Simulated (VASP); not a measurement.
# ZrB2 (P6/mmm) in VASP: notebook, part 3 of 3

VASP 6.6.1. The steps go on from the part before.

## Step 5: Electric field gradients, PBE (volume scaled by 0.96)

INCAR

```
PREC     = Accurate       # precision mode
ENCUT    = 520            # plane-wave cutoff, eV
EDIFF    = 1E-8           # SCF threshold, eV
ISMEAR   = -1             # smearing method
SIGMA    = 0.05           # smearing width, eV
LREAL    = F              # projectors in reciprocal space
LASPH    = T              # aspherical terms in the spheres
NELM     = 60             # most SCF steps
ALGO     = Normal         # electronic algorithm
ISIF     = 2              # what is computed and relaxed
LWAVE    = F              # write WAVECAR
LCHARG   = F              # write CHGCAR
GGA      = PE             # functional
LEFG     = T            
NBANDS   = 16             # bands
```

KPOINTS

```
regular mesh
0
Gamma
  12 12 9
```

POSCAR

```
ZrB2
1.0
    3.1222243140      0.0000000000      0.0000000000
   -1.5611121570      2.7039255722      0.0000000000
    0.0000000000      0.0000000000      3.4724266007
Zr B
1 2
Direct
    0.0000000000      0.0000000000      0.0000000000
    0.3333333333      0.6666666667      0.5000000000
    0.6666666667      0.3333333333      0.5000000000
```

Potentials or basis: VASP PAW PBE potentials, release 64 (Zr_sv, B).

On the command line:

```
cat potpaw_PBE.64/Zr_sv/POTCAR potpaw_PBE.64/B/POTCAR > POTCAR
mpirun -np 1 vasp_std > vasp.out
```

OUTCAR:

```text
PREC = Accurate
   ENCUT = 520
   EDIFF = 1E-8
   ISMEAR = -1
   LREAL = F
   LASPH = T
   NELM = 60
   ISIF = 2
   GGA = PE

 ion  position               nearest neighbor table
   1  0.000  0.000  0.000-   2 2.50   3 2.50   2 2.50   3 2.50   2 2.50   2 2.50   3 2.50   3 2.50
                             3 2.50   3 2.50   2 2.50   2 2.50
   2  0.333  0.667  0.500-   3 1.80   3 1.80   3 1.80   1 2.50   1 2.50   1 2.50   1 2.50   1 2.50
                             1 2.50
   3  0.667  0.333  0.500-   2 1.80   2 1.80   2 1.80   1 2.50   1 2.50   1 2.50   1 2.50   1 2.50
                             1 2.50

  LATTYP: Found a hexagonal cell.
 ALAT       =     3.1222243140
 C/A-ratio  =     1.1121643583

  Lattice vectors:

 A1 = (   3.1222243140,   0.0000000000,   0.0000000000)
 A2 = (  -1.5611121570,   2.7039255722,   0.0000000000)
 A3 = (   0.0000000000,   0.0000000000,   3.4724266007)

Analysis of symmetry for initial positions (statically):
=====================================================================
 Subroutine PRICEL returns:
 Original cell was already a primitive cell.

 Routine SETGRP: Setting up the symmetry group for a
 hexagonal supercell.

 Subroutine GETGRP returns: Found 24 space group operations
 (whereof 24 operations were pure point group operations)
 out of a pool of 24 trial point group operations.

The static configuration has the point symmetry D_6h.

Analysis of symmetry for dynamics (positions and initial velocities):
=====================================================================
 Subroutine PRICEL returns:
[... 168 lines left out ...]
      1     -37.4138      2.00000
      2     -15.6285      2.00000
      3     -15.0036      2.00000
      4     -15.0036      2.00000
      5      -1.8842      2.00000
      6       8.3212      2.00000
[... 433 lines left out ...]
      3     -15.5192      2.00000
      4     -15.1858      2.00000
      5       0.2447      2.00000
      6       4.4739      2.00000
[... 8 lines left out ...]
     15      19.1803      0.00000
     16      22.2195      0.00000

 [... further k-points ...]
[... 5 lines left out ...]
  --------------------------------------------------------------------------------------
  -------------------------------------------------------------------------------------
  Total        2.4310042      2.4310042      2.5780952      0.0000000      0.0000000     -0.0000000
  in kB      132.8631015    132.8631015    140.9021516      0.0000000      0.0000000     -0.0000000
  external PRESSURE =     135.5427849 kB  Pullay stress =       0.0000000 kB

 VOLUME and BASIS-vectors are now :
 -----------------------------------------------------------------------------
  energy-cutoff  :      520.00
  volume of cell :       29.32
      direct lattice vectors                 reciprocal lattice vectors
     3.122224314  0.000000000  0.000000000     0.320284483  0.184916332  0.000000000
    -1.561112157  2.703925572  0.000000000     0.000000000  0.369832665  0.000000000
     0.000000000  0.000000000  3.472426601     0.000000000  0.000000000  0.287983049

 POSITION                                       TOTAL-FORCE (eV/Angst)
 -----------------------------------------------------------------------------------
      0.00000      0.00000      0.00000        -0.000000      0.000000      0.000000
     -0.00000      1.80262      1.73621         0.000000      0.000000      0.000000
      1.56111      0.90131      1.73621         0.000000     -0.000000      0.000000
 -----------------------------------------------------------------------------------
    total drift:                               -0.000000      0.000000      0.000000

  FREE ENERGIE OF THE ION-ELECTRON SYSTEM (eV)
  ---------------------------------------------------
  free  energy   TOTEN  =       -24.9181048731 eV

  energy  without entropy=      -24.9162912979  energy(sigma->0) =      -24.91719809

 Electric field gradients (V/A^2)
---------------------------------------------------------------------
 ion       V_xx      V_yy      V_zz      V_xy      V_xz      V_yz
---------------------------------------------------------------------
   1     -20.816   -20.816    41.631    -0.000    -0.000     0.000
   2      -0.798    -0.798     1.596    -0.000     0.000    -0.000
   3      -0.798    -0.798     1.596    -0.000     0.000     0.000
---------------------------------------------------------------------

 Electric field gradients after diagonalization (V/A^2)
 (convention: |V_zz| > |V_xx| > |V_yy|)
----------------------------------------------------------------------
 ion       V_xx      V_yy      V_zz     asymmetry (V_yy - V_xx)/ V_zz
----------------------------------------------------------------------
   1     -20.816   -20.815    41.631       0.000
   2      -0.798    -0.798     1.596       0.000
   3      -0.798    -0.798     1.596       0.000
----------------------------------------------------------------------

           NMR quadrupolar parameters

 Cq : quadrupolar parameter    Cq=e*Q*V_zz/h
 eta: asymmetry parameters     (V_yy - V_xx)/ V_zz
 Q  : nuclear electric quadrupole moment in mb (millibarn)
----------------------------------------------------------------------
 ion       Cq(MHz)       eta       Q (mb)
----------------------------------------------------------------------
   1       0.101       0.000       1.000
   2       0.004       0.000       1.000
   3       0.004       0.000       1.000
----------------------------------------------------------------------
```

stdout:

```text
POSCAR found type information on POSCAR ZrB
 POSCAR found :  2 types and       3 ions
 scaLAPACK will be used
 LDA part: xc-table for (Slater+PW92), standard interpolation
 POSCAR, INCAR and KPOINTS ok, starting setup
 FFT: planning ... GRIDC
 FFT: planning ... GRID_SOFT
 FFT: planning ... GRID
 WAVECAR not read
 entering main loop
ion   1

ion   2

ion   3
```

Wall time 15 s (1 thread of Intel Xeon 6975P-C (Granite Rapids), shared host); peak memory 0.17 GiB.

What came out:

- Free energy: -24.9181 eV
- Pressure: 13.6 GPa
- Band gap on the k mesh: zero (band 9 reaches 11.85 eV, above the bottom of band 10 at 10.51 eV)

Electric field gradients, principal values (V/Å²):
| atom | least | middle | greatest (by size) |
| --- | --- | --- | --- |
| 1 Zr | -20.815 | -20.816 | 41.631 |
| 2 B | -0.798 | -0.798 | 1.596 |
| 3 B | -0.798 | -0.798 | 1.596 |

Caveat: without QUAD_EFG the Cq values of the log hold for a quadrupole moment of 1 mb, not for the nuclei.

## Step 6: Electric field gradients, PBE (volume scaled by 0.99)

INCAR

```
SYSTEM = ZrB2
PREC = Accurate ; ENCUT = 520
EDIFF = 1E-8 ; ISMEAR = -1
SIGMA = 0.05 ; LREAL = .FALSE.
LASPH = .TRUE. ; NELM = 80
ALGO = Normal ; ISIF = 2
LWAVE = .FALSE. ; LCHARG = .FALSE.
GGA = PE ; LEFG = .TRUE.
NBANDS = 16
```

KPOINTS

```
Automatic mesh
0
G
  12 12 9
  0 0 0
```

POSCAR

```
ZrB2
1.0
    3.1544144627      0.0000000000      0.0000000000
   -1.5772072314      2.7318030588      0.0000000000
    0.0000000000      0.0000000000      3.5082273368
Zr B
1 2
Direct
    0.0000000000      0.0000000000      0.0000000000
    0.3333333333      0.6666666667      0.5000000000
    0.6666666667      0.3333333333      0.5000000000
```

Potentials or basis: VASP PAW PBE potentials, release 64 (Zr_sv, B).

On the command line:

```
cat potpaw_PBE.64/Zr_sv/POTCAR potpaw_PBE.64/B/POTCAR > POTCAR
mpirun -np 1 vasp_std > vasp.out
```

OUTCAR:

```text
SYSTEM = ZrB2
   PREC = Accurate
   ENCUT = 520
   EDIFF = 1E-8
   ISMEAR = -1
   LREAL = .FALSE.
   LASPH = .TRUE.
   NELM = 80
   ISIF = 2
   GGA = PE

 ion  position               nearest neighbor table
   1  0.000  0.000  0.000-   2 2.53   3 2.53   2 2.53   3 2.53   3 2.53   3 2.53   2 2.53   2 2.53
                             3 2.53   3 2.53   2 2.53   2 2.53
   2  0.333  0.667  0.500-   3 1.82   3 1.82   3 1.82   1 2.53   1 2.53   1 2.53   1 2.53   1 2.53
                             1 2.53
   3  0.667  0.333  0.500-   2 1.82   2 1.82   2 1.82   1 2.53   1 2.53   1 2.53   1 2.53   1 2.53
                             1 2.53

  LATTYP: Found a hexagonal cell.
[... 685 lines left out ...]
 ion       V_xx      V_yy      V_zz      V_xy      V_xz      V_yz
---------------------------------------------------------------------
   1     -20.630   -20.630    41.260    -0.000     0.000     0.000
   2      -0.797    -0.797     1.595    -0.000     0.000    -0.000
   3      -0.797    -0.797     1.595    -0.000     0.000    -0.000
---------------------------------------------------------------------

 Electric field gradients after diagonalization (V/A^2)
 (convention: |V_zz| > |V_xx| > |V_yy|)
----------------------------------------------------------------------
 ion       V_xx      V_yy      V_zz     asymmetry (V_yy - V_xx)/ V_zz
----------------------------------------------------------------------
   1     -20.630   -20.630    41.260       0.000
   2      -0.798    -0.797     1.595       0.000
   3      -0.798    -0.797     1.595       0.000
----------------------------------------------------------------------

           NMR quadrupolar parameters

 Cq : quadrupolar parameter    Cq=e*Q*V_zz/h
 eta: asymmetry parameters     (V_yy - V_xx)/ V_zz
 Q  : nuclear electric quadrupole moment in mb (millibarn)
----------------------------------------------------------------------
 ion       Cq(MHz)       eta       Q (mb)
----------------------------------------------------------------------
   1       0.100       0.000       1.000
   2       0.004       0.000       1.000
   3       0.004       0.000       1.000
----------------------------------------------------------------------
```

OSZICAR:

```text
N       E                     dE             d eps       ncg     rms          rms(c)
DAV:   1     0.102815295317E+03    0.10282E+03   -0.97702E+03  3048   0.112E+03
DAV:   2    -0.234256848675E+02   -0.12624E+03   -0.12101E+03  3944   0.289E+02
DAV:   3    -0.276017258178E+02   -0.41760E+01   -0.41590E+01  4656   0.451E+01
DAV:   4    -0.276646125693E+02   -0.62887E-01   -0.62881E-01  3696   0.517E+00
DAV:   5    -0.276662417081E+02   -0.16291E-02   -0.16291E-02  4608   0.547E-01    0.224E+01
DAV:   6    -0.250207210290E+02    0.26455E+01   -0.58047E+00  3928   0.162E+01    0.906E+00
DAV:   7    -0.249725858025E+02    0.48135E-01   -0.64157E-01  4200   0.503E+00    0.325E+00
DAV:   8    -0.249764340474E+02   -0.38482E-02   -0.10337E-01  3696   0.261E+00    0.434E-01
DAV:   9    -0.249718791669E+02    0.45549E-02   -0.22095E-02  3752   0.111E+00    0.218E-01
DAV:  10    -0.249715373142E+02    0.34185E-03   -0.17741E-03  3592   0.385E-01    0.370E-02
DAV:  11    -0.249715466650E+02   -0.93509E-05   -0.61669E-05  4000   0.748E-02    0.107E-02
DAV:  12    -0.249715444880E+02    0.21771E-05   -0.29197E-06  3760   0.147E-02    0.612E-03
DAV:  13    -0.249715445106E+02   -0.22574E-07   -0.30778E-07  4328   0.525E-03    0.153E-03
DAV:  14    -0.249715445045E+02    0.60109E-08   -0.15896E-08  2936   0.126E-03
   1 F= -.24971545E+02 E0= -.24970596E+02  d E =-.189690E-02
```

stdout:

```text
POSCAR found type information on POSCAR ZrB
 POSCAR found :  2 types and       3 ions
 scaLAPACK will be used
 LDA part: xc-table for (Slater+PW92), standard interpolation
 POSCAR, INCAR and KPOINTS ok, starting setup
 FFT: planning ... GRIDC
 FFT: planning ... GRID_SOFT
 FFT: planning ... GRID
 WAVECAR not read
 entering main loop
ion   1

ion   2

ion   3
```

Run time: 16 s. Hardware: 1 thread of Intel Xeon 6975P-C (Granite Rapids), shared host; peak memory 0.17 GiB.

What came out:

* Free energy: -24.9715 eV
* Pressure: 5.1 GPa
* Band gap on the k mesh: zero (band 9 reaches 11.48 eV, above the bottom of band 10 at 10.17 eV)

Stress tensor (GPa, compression positive):
```
4.65 0.00 0.00
0.00 4.65 0.00
0.00 0.00 5.99
```

Levels at points of the mesh, in eV from the Fermi level:
| k point | band 6 | band 7 | band 8 | band 9 | band 10 | band 11 | band 12 | band 13 |
| --- | --- | --- | --- | --- | --- | --- | --- | --- |
| (0.00, 0.00, 0.00) | -2.76 | -2.76 | -2.70 | -2.40 | 3.39 | 3.39 | 4.20 | 4.20 |
| (0.50, 0.00, 0.00) | -8.60 | -4.02 | -3.16 | -2.81 | 2.19 | 2.27 | 4.94 | 5.03 |

Electric field gradients, principal values (V/Å²):
| atom | least | middle | greatest (by size) |
| --- | --- | --- | --- |
| 1 Zr | -20.630 | -20.630 | 41.260 |
| 2 B | -0.797 | -0.798 | 1.595 |
| 3 B | -0.797 | -0.798 | 1.595 |

Caveat: without QUAD_EFG the Cq values of the log hold for a quadrupole moment of 1 mb, not for the nuclei.

## Step 7: Overview

```tsv
cell	gap on the mesh (eV)	pressure (GPa)
a = 3.176, b = 3.176, c = 3.532 Å, angles 90.0, 90.0, 120.0°, 3 atoms	none	0.1
a = 3.207, b = 3.207, c = 3.566 Å, angles 90.0, 90.0, 120.0°, 3 atoms	none	-6.5
a = 3.122, b = 3.122, c = 3.472 Å, angles 90.0, 90.0, 120.0°, 3 atoms	none	13.6
a = 3.154, b = 3.154, c = 3.508 Å, angles 90.0, 90.0, 120.0°, 3 atoms	none	5.1
```

Alike in all rows: task electric field gradients; level PBE; potentials or basis VASP PAW PBE potentials, release 64 (Zr_sv, B); no spin polarisation; k mesh 12 × 12 × 9; cutoff (eV) 520; smearing fermi-dirac 0.05 eV.

Absolute energies hang on the potentials; compare differences alone.
